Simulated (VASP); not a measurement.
CdSe (Cadmoselite):

```xyz
4
Lattice="4.3407 0.0000 0.0000 -2.1704 3.7592 0.0000 0.0000 0.0000 7.0767" Properties=species:S:1:pos:R:3 pbc="T T T"
Cd    0.0000    2.5061    0.0320
Cd    2.1704    1.2531    3.5703
Se    0.0000    2.5061    2.6925
Se    2.1704    1.2531    6.2308
```

Base run:

| Quantity | Value |
| --- | --- |
| Program | VASP 6.6.1 |
| Functional | r2SCAN |
| Potentials or basis | VASP PAW PBE potentials, release 64 (Cd, Se) |
| Cutoff | 520 eV |
| k mesh | 12 × 12 × 4 |
| Occupations | gaussian, width 0.01 eV |
| Spin | no spin polarisation |

Its results: band gap on the k mesh 1.09 eV, direct; pressure 0.2 GPa.

The run is repeated on the same cell with these changes: functional from r2SCAN to LDA; potentials or basis from VASP PAW PBE potentials, release 64 (Cd, Se) to VASP PAW LDA potentials, release 64 (Cd, Se). What comes out?

Band gap on the k mesh 0.36 eV, direct; pressure -2.7 GPa.

Caveats: the PAW data sets were made with another functional, which shifts forces and pressure a little (some runs).

A k mesh can miss the band edges.
